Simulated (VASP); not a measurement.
# Co (C2/c) in VASP: further runs

Co is run at these levels: BLYP; tasks: single point.

All numbers are computed with VASP 6.6.1; they aren't measurements. Logs are shortened: lines on timing, memory, paths and dates and some standing lists are left out, and cuts for length are marked.

## (1) The cell of the first run

The typed cell holds 2 atoms: a = 2.598 Å, b = 2.598 Å, c = 4.936 Å, α = 105.26°, β = 105.26°, γ = 120.00°.

## (2) Single point, BLYP, collinear spin, ferromagnetic start (12.26 Å³/atom)

INCAR

```
SYSTEM = Co
PREC     = Accurate       ! precision mode
ENCUT    = 520            ! plane-wave cutoff, eV
EDIFF    = 1E-6           ! SCF threshold, eV
ISMEAR   = -1             ! smearing method
SIGMA    = 0.05           ! smearing width, eV
LREAL    = .False.        ! projectors in reciprocal space
LASPH    = .True.         ! aspherical terms in the spheres
NELM     = 150            ! most SCF steps
ALGO     = Normal         ! electronic algorithm
ISIF     = 2              ! what is computed and relaxed
LWAVE    = .False.        ! write WAVECAR
LCHARG   = .False.        ! write CHGCAR
ISPIN    = 2              ! spin polarisation
MAGMOM   = -1.692 -1.692  ! initial moments
LORBIT   = 11             ! projections on sites
LMAXMIX  = 4              ! l up to which the mixer works
GGA      = B5             ! functional
ALDAX    = 1.0          
AGGAX    = 1.0          
AGGAC    = 1.0          
ALDAC    = 0.0          
NBANDS   = 20             ! bands
```

KPOINTS

```
Automatic mesh
0
Gamma
  18 18 9
  0 0 0
```

POSCAR

```
Co
1.0
   -1.7463949348      1.4352023722      1.2800978210
    1.4352023722     -1.7463949348      1.2800978210
    3.2360431325      3.2360431325     -1.8500475694
Co
2
Direct
    0.9583031049      0.0416968951      0.0000000000
    0.7916968951      0.2083031049      0.5000000000
```

Potentials or basis: VASP PAW PBE potentials, release 64 (Co).

Command:

```sh
> cat potpaw_PBE.64/Co/POTCAR > POTCAR
> mpirun -np 1 vasp_std > vasp.out
```

OUTCAR:

```text
SYSTEM = Co
   PREC = Accurate
   ENCUT = 520
   EDIFF = 1E-6
   ISMEAR = -1
   LREAL = .False.
   LASPH = .True.
   NELM = 150
   ISIF = 2
   ISPIN = 2
   LORBIT = 11
   GGA = B5

 ion  position               nearest neighbor table
   1  0.958  0.042  0.000-   2 2.58   2 2.58   2 2.58   2 2.58   2 2.58   2 2.58
   2  0.792  0.208  0.500-   1 2.58   1 2.58   1 2.58   1 2.58   1 2.58   1 2.58

  Warning from LATTYP: Got some problem with cell dimensions!
  Tried to take original basis but could not verify dimensions!
  LATTYP: Found a base centered monoclinic cell.
 ALAT       =     2.5977458204
 B/A-ratio  =     1.7320624775
 C/A-ratio  =     1.6155857859
 COS(beta)  =    -0.0002077966

  Lattice vectors:

 A1 = (  -1.7463949348,   1.4352023722,   1.2800978210)
 A2 = (   1.4352023722,  -1.7463949348,   1.2800978210)
 A3 = (   2.9248505699,   2.9248505699,   0.7101480726)

Analysis of symmetry for initial positions (statically):
=====================================================================
 Subroutine PRICEL returns:
 Original cell was already a primitive cell.

 Routine SETGRP: Setting up the symmetry group for a
 base centered monoclinic supercell.

 Subroutine GETGRP returns: Found  4 space group operations
 (whereof  2 operations were pure point group operations)
 out of a pool of  4 trial point group operations.

The static configuration has the point symmetry C_2 .
 The point group associated with its full space group is C_2h.

Analysis of symmetry for dynamics (positions and initial velocities):
=====================================================================
 Subroutine PRICEL returns:
 Original cell was already a primitive cell.

 Routine SETGRP: Setting up the symmetry group for a
 base centered monoclinic supercell.

 Subroutine GETGRP returns: Found  4 space group operations
 (whereof  2 operations were pure point group operations)
 out of a pool of  4 trial point group operations.

The dynamic configuration has the point symmetry C_2 .
 The point group associated with its full space group is C_2h.

Analysis of structural, dynamic, and magnetic symmetry:
=====================================================================
 Subroutine PRICEL returns:
 Original cell was already a primitive cell.

 Routine SETGRP: Setting up the symmetry group for a
 base centered monoclinic supercell.

 Subroutine GETGRP returns: Found  4 space group operations
 (whereof  2 operations were pure point group operations)
 out of a pool of  4 trial point group operations.

The overall configuration has the point symmetry C_2 .
 The point group associated with its full space group is C_2h.

 Subroutine INISYM returns: Found  4 space group operations
[... 121 lines left out ...]
   LORBIT       =     11    0 simple, 1 ext, 2 COOP (PROOUT), +10 PAW based schemes
   GGA     = B5    functional components
   LHFCALC =     F    Hartree Fock is set to
   AEXX    =    0.0000 exact exchange contribution
   IVDW    =     0    specifies the selected vdW correction
   LEPSILON=     F    determine dielectric tensor
   LRPA    =     F    only Hartree local field effects (RPA)
 spin polarized calculation
  energy-cutoff  :      520.00
  volume of cell :       24.53
 maximum number of plane-waves:       677
   NGX =  9   NGY =  9   NGZ = 19

 number of electron      17.9999996 magnetization      -3.2772638

 Free energy of the ion-electron system (eV)
  ---------------------------------------------------
  ext. energy  EPLUGINS =         0.00000000
  ---------------------------------------------------
  free energy    TOTEN  =       -12.05582548 eV

  energy without entropy =      -12.03744091  energy(sigma->0) =      -12.04663320

 E-fermi :   9.0899     XC(G=0): -12.1147

 val. band max:        9.0897868788   @ k =  -0.2778   0.0556   0.1111
 cond. band min:       9.0900749273   @ k =   0.3889   0.0556   0.3333
 fundamental gap:      0.0002880485
 Fermi energy:         9.0899396810

 spin component 1

 k-point     1 :       0.0000    0.0000    0.0000
  band No.  band energies     occupation
      1       1.0307      1.00000
      2       5.4930      1.00000
      3       8.2751      1.00000
      4       8.3017      1.00000
      5       8.3020      1.00000
      6       8.6012      0.99994
[... 541 lines left out ...]
     19      32.7255      0.00000
     20      34.4995      0.00000

 [... further k-points ...]

 spin component 2

 k-point     1 :       0.0000    0.0000    0.0000
  band No.  band energies     occupation
      1       1.0138      1.00000
      2       4.5418      1.00000
      3       6.6670      1.00000
      4       6.6824      1.00000
      5       6.6828      1.00000
      6       6.9351      1.00000
[... 541 lines left out ...]
     19      32.4233      0.00000
     20      34.3097      0.00000

 [... further k-points ...]

------------------------ aborting loop because EDIFF is reached ----------------------------------------

  FORCE on cell =-STRESS in cart. coord.  units (eV):
  Direction    XX          YY          ZZ          XY          YZ          ZX
  --------------------------------------------------------------------------------------
  -------------------------------------------------------------------------------------
  Total       -1.8954626     -1.8954626     -1.8848519     -0.0157740     -0.0018799     -0.0018798
  in kB     -123.8147149   -123.8147149   -123.1216054     -1.0303830     -0.1227964     -0.1227916
  external PRESSURE =    -123.5836784 kB  Pullay stress =       0.0000000 kB

 VOLUME and BASIS-vectors are now :
 -----------------------------------------------------------------------------
  energy-cutoff  :      520.00
  volume of cell :       24.53
      direct lattice vectors                 reciprocal lattice vectors
    -1.746394935  1.435202372  1.280097821    -0.037163899  0.277143634  0.419764760
     1.435202372 -1.746394935  1.280097821     0.277143634 -0.037163899  0.419764760
     3.236043132  3.236043132 -1.850047569     0.166048452  0.166048452  0.040366480

 POSITION                                       TOTAL-FORCE (eV/Angst)
 -----------------------------------------------------------------------------------
     -1.61373      1.30254      1.28010         0.002180     -0.002180     -0.000000
      0.53436      2.39049      0.35507        -0.002180      0.002180      0.000000
 -----------------------------------------------------------------------------------
    total drift:                               -0.000000      0.000000     -0.000000

  FREE ENERGIE OF THE ION-ELECTRON SYSTEM (eV)
  ---------------------------------------------------
  free  energy   TOTEN  =       -12.0558254841 eV

  energy  without entropy=      -12.0374409143  energy(sigma->0) =      -12.04663320

 total charge

# of ion       s       p       d       tot
------------------------------------------
    1        0.439   0.408   7.250   8.097
    2        0.439   0.408   7.250   8.097
--------------------------------------------------
tot          0.879   0.816  14.500  16.194

 magnetization (x)

# of ion       s       p       d       tot
------------------------------------------
    1        0.014   0.047  -1.737  -1.676
    2        0.014   0.047  -1.737  -1.676
--------------------------------------------------
tot          0.028   0.094  -3.473  -3.351
```

OSZICAR:

```text
N       E                     dE             d eps       ncg     rms          rms(c)
DAV:   1     0.911274795260E+02    0.91127E+02   -0.73063E+03 63536   0.112E+03
DAV:   2    -0.907227810953E+01   -0.10020E+03   -0.90418E+02 63004   0.215E+02
DAV:   3    -0.138116636097E+02   -0.47394E+01   -0.45216E+01 70052   0.575E+01
DAV:   4    -0.138943512018E+02   -0.82688E-01   -0.82598E-01 78680   0.659E+00
DAV:   5    -0.138966363160E+02   -0.22851E-02   -0.22849E-02 72624   0.101E+00    0.127E+01
DAV:   6    -0.126883566765E+02    0.12083E+01   -0.84100E+00 70436   0.558E+01    0.799E+00
DAV:   7    -0.120775117434E+02    0.61084E+00   -0.15636E+00 70212   0.226E+01    0.327E+00
DAV:   8    -0.120680612270E+02    0.94505E-02   -0.15393E-02 79112   0.923E-01    0.138E+00
DAV:   9    -0.120568132683E+02    0.11248E-01   -0.24901E-03 97132   0.781E-01    0.434E-01
DAV:  10    -0.120558154347E+02    0.99783E-03   -0.59826E-04 81104   0.299E-01    0.962E-02
DAV:  11    -0.120558245277E+02   -0.90930E-05   -0.79916E-05 78808   0.113E-01    0.386E-02
DAV:  12    -0.120558254841E+02   -0.95635E-06   -0.63323E-06 71816   0.291E-02
   1 F= -.12055825E+02 E0= -.12046633E+02  d E =-.183846E-01  mag=    -3.2759
```

stdout:

```text
POSCAR found type information on POSCAR Co
 POSCAR found :  1 types and       2 ions
 scaLAPACK will be used
 -----------------------------------------------------------------------------
|                                                                             |
|                                                                             |
|     You enforced a specific xc type in the INCAR file but a different       |
|     I HOPE YOU KNOW WHAT YOU ARE DOING!                                     |
|                                                                             |
 -----------------------------------------------------------------------------

 LDA part: xc-table for (Slater(with rela. corr.)+VWN5), standard interpolation
 POSCAR, INCAR and KPOINTS ok, starting setup
 FFT: planning ... GRIDC
 FFT: planning ... GRID_SOFT
 FFT: planning ... GRID
 WAVECAR not read
 entering main loop
```

Run time: 16 min. Hardware: 1 thread of Oxide Virtual Turin-like, shared host; peak memory 0.54 GiB.

What came out:

| Property | Result |
| --- | --- |
| Free energy | -12.0558 eV |
| Pressure | -12.4 GPa |
| Largest force | 0.003 eV/Å |
| Net moment | -3.28 μB per cell |
| Site moments | Co -1.68 μB |
| Valence electrons inside the program's atomic spheres | Co 8.10 |

Forces in eV/Å, atoms in the order of the input:
```
Co   0.002 -0.002  0.000
Co  -0.002  0.002  0.000
```

Caveat: the cell stands under tension; the PAW data sets were made with another functional, which shifts forces and pressure a little.

## (3) Single point, BLYP, collinear spin, antiferromagnetic start

This run uses another cell than the first one, of 11.36 Å³/atom.

INCAR

```
PREC = Accurate
ENCUT = 520
EDIFF = 1E-6
ISMEAR = -1
SIGMA = 0.05
LREAL = F
LASPH = T
NELM = 150
ALGO = Normal
ISIF = 2
LWAVE = F
LCHARG = F
ISPIN = 2
MAGMOM = 1.7 -1.7
LORBIT = 11
LMAXMIX = 4
GGA = B5
ALDAX = 1.0
AGGAX = 1.0
AGGAC = 1.0
ALDAC = 0.0
NBANDS = 20
ISYM = 0
```

KPOINTS

```
Automatic mesh
0
Gamma
  15 15 10
```

POSCAR

```
Co
1.0
   -1.7021632558      1.3988523981      1.2476762451
    1.3988523981     -1.7021632558      1.2476762451
    3.1540825070      3.1540825070     -1.8031906365
Co
2
Direct
    0.9583031049      0.0416968951      0.0000000000
    0.7916968951      0.2083031049      0.5000000000
```

Potentials or basis: VASP PAW PBE potentials, release 64 (Co).

Command:

```sh
> cat potpaw_PBE.64/Co/POTCAR > POTCAR
> mpirun -np 1 vasp_std > vasp.out
```

Run time: 27 min. Hardware: 1 thread of Oxide Virtual Turin-like, shared host; peak memory 0.7 GiB.

Results (log left out):

```yaml
Free_energy: -11.6828 eV
Pressure: -5.4 GPa
Band_gap_on_the_k_mesh: zero (filled and empty bands overlap)
Net_moment: 0.00 μB per cell
Site_moments: Co +0.98, -0.98 μB
Valence_electrons_inside_the_program's_atomic_spheres: Co 8.22
```

Stress tensor (GPa, compression positive):
```
-5.24  0.61  0.15
 0.61 -5.24  0.15
 0.15  0.15 -5.77
```

Levels at points of the mesh, in eV from the Fermi level:
Spin up:
```
           k point  band 5  band 6  band 7  band 8  band 9  band 10  band 11  band 12  band 13  band 14
(0.00, 0.00, 0.00)   -1.76   -1.29   -1.29   -1.02   -1.02     0.19     0.22     0.22     6.51    21.87
(0.00, 0.00, 0.50)   -2.13   -1.80   -1.60   -1.60   -0.49    -0.49     0.13     0.13    14.85    14.97
```
Spin down:
| k point | band 6 | band 7 | band 8 | band 9 | band 10 | band 11 | band 12 | band 13 |
| --- | --- | --- | --- | --- | --- | --- | --- | --- |
| (0.00, 0.00, 0.00) | -1.29 | -1.29 | -1.02 | -1.02 | 0.19 | 0.22 | 0.22 | 6.51 |
| (0.00, 0.00, 0.50) | -1.79 | -1.60 | -1.60 | -0.48 | -0.48 | 0.13 | 0.13 | 14.85 |

Caveat: the cell stands under tension; the antiferromagnetic order is the one typed at the start, and another may lie lower; the PAW data sets were made with another functional, which shifts forces and pressure a little.

## (4) Single point, BLYP, collinear spin, ferromagnetic start (12.72 Å³/atom)

This run uses another cell than the first one, of 12.72 Å³/atom.

INCAR

```
SYSTEM = Co
  PREC = Accurate
  ENCUT = 520
  EDIFF = 1E-6
  ISMEAR = -1
  SIGMA = 0.05
  LREAL = .FALSE.
  LASPH = .TRUE.
  NELM = 150
  ALGO = Normal
  ISIF = 2
  LWAVE = .FALSE.
  LCHARG = .FALSE.
  ISPIN = 2
  MAGMOM = -1.692 -1.692
  LORBIT = 11
  LMAXMIX = 4
  GGA = B5
  ALDAX = 1.0
  AGGAX = 1.0
  AGGAC = 1.0
  ALDAC = 0.0
  NBANDS = 20
```

KPOINTS

```
regular mesh
0
G
  18 18 9
  0 0 0
```

POSCAR

```
Co
1.0
   -1.7676945332      1.4527065653      1.2957103087
    1.4527065653     -1.7676945332      1.2957103087
    3.2755109629      3.2755109629     -1.8726113489
Co
2
Direct
    0.9583031049      0.0416968951      0.0000000000
    0.7916968951      0.2083031049      0.5000000000
```

Command:

```sh
> cat potpaw_PBE.64/Co/POTCAR > POTCAR
> mpirun -np 1 vasp_std > vasp.out
```

Wall time 16 min (1 thread of Oxide Virtual Turin-like, shared host); peak memory 0.56 GiB.

The run converged. Its results:

```yaml
Free_energy: -11.9752 eV
Pressure: -16.1 GPa
Net_moment: -3.36 μB per cell
Site_moments: Co -1.72 μB
Valence_electrons_inside_the_program's_atomic_spheres: Co 8.04
```

Stress tensor (GPa, compression positive):
```
-16.12  -0.14  -0.02
 -0.14 -16.12  -0.02
 -0.02  -0.02 -16.01
```

Levels at points of the mesh, in eV from the Fermi level:
Spin up:
```
           k point  band 3  band 4  band 5  band 6  band 7  band 8  band 9  band 10  band 11  band 12
(0.00, 0.00, 0.00)   -0.76   -0.73   -0.73   -0.44   -0.44   -0.11   -0.11     0.21     0.87     0.87
(0.50, 0.00, 0.00)   -1.84   -1.84   -0.01   -0.01    0.33    0.33    1.05     1.05     2.01     2.01
(0.50, 0.50, 0.00)   -2.49   -1.40   -0.85   -0.76   -0.46    0.97    1.07     1.10     2.17     3.62
```
Spin down:
```tsv
k point	band 7	band 8	band 9	band 10	band 11	band 12	band 13	band 14	band 15	band 16
(0.00, 0.00, 0.00)	-2.15	-1.89	-1.89	-1.01	-1.01	0.25	5.11	20.96	21.69	21.69
(0.50, 0.00, 0.00)	-1.13	-1.13	-0.84	-0.84	1.55	1.55	5.98	5.98	16.36	16.36
(0.50, 0.50, 0.00)	-2.05	-0.91	-0.84	-0.80	1.04	2.64	8.65	9.01	11.65	11.99
```

Caveat: the cell stands under tension; the PAW data sets were made with another functional, which shifts forces and pressure a little.

## (5) Summary

| spin | cell | k mesh | gap on the mesh (eV) | pressure (GPa) | moment (μB) |
| --- | --- | --- | --- | --- | --- |
| collinear, ferromagnetic start | a = 2.598, b = 2.598, c = 4.936 Å, angles 105.3, 105.3, 120.0°, 2 atoms | 18 × 18 × 9 | none | -12.4 | 3.28 |
| collinear, antiferromagnetic start | a = 2.532, b = 2.532, c = 4.811 Å, angles 105.3, 105.3, 120.0°, 2 atoms | 15 × 15 × 10 | none | -5.4 | 0.00 |
| collinear, ferromagnetic start | a = 2.629, b = 2.629, c = 4.996 Å, angles 105.3, 105.3, 120.0°, 2 atoms | 18 × 18 × 9 | none | -16.1 | 3.36 |

Alike in all rows: task single point; level BLYP; potentials or basis VASP PAW PBE potentials, release 64 (Co); cutoff (eV) 520; smearing fermi-dirac 0.05 eV.

Caveats: the cell stands under tension; the PAW data sets were made with another functional, which shifts forces and pressure a little; the antiferromagnetic order is the one typed at the start, and another may lie lower (at least some runs).

Absolute energies hang on the potentials; compare differences alone.
